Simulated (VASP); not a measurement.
Input of a VASP 6.6.1 run:

The input INCAR:

```
SYSTEM = C
PREC = Accurate ; ENCUT = 520
EDIFF = 1E-6 ; ISMEAR = -1
SIGMA = 0.15 ; LREAL = .FALSE.
LASPH = .TRUE. ; NELM = 80
ALGO = Normal ; ISIF = 2
LWAVE = .FALSE. ; LCHARG = .TRUE.
GGA = PS ; LELF = .TRUE.
LVHAR = .TRUE. ; NBANDS = 16
```

The input KPOINTS:

```
Automatic mesh
0
G
  18 18 6
  0 0 0
```

The input POSCAR:

```
C
1.0
    1.2295695268     -2.1292548142      0.0000000000
    1.2295695268      2.1292548142      0.0000000000
    0.0000000000      0.0000000000      7.3868607327
C
4
Direct
    0.0833256574      0.9166743426      0.7500000000
    0.5833256574      0.4166743426      0.2500000000
    0.9166743426      0.0833256574      0.2500000000
    0.4166743426      0.5833256574      0.7500000000
```

Potentials or basis: VASP PAW PBE potentials, release 64 (C).

Launch:

```sh
$ cat potpaw_PBE.64/C/POTCAR > POTCAR
$ mpirun -np 1 vasp_std > vasp.out
```

(1) Estimate the band gap on the k mesh.

(2) Estimate the pressure.

Results:

(1) zero (filled and empty bands touch).

(2) 0.6 GPa.

Caveat: this functional lacks dispersion, which binds layers or chains, so the pressure and a relaxed spacing across them are unreliable; the PAW data sets were made with another functional, which shifts forces and pressure a little.
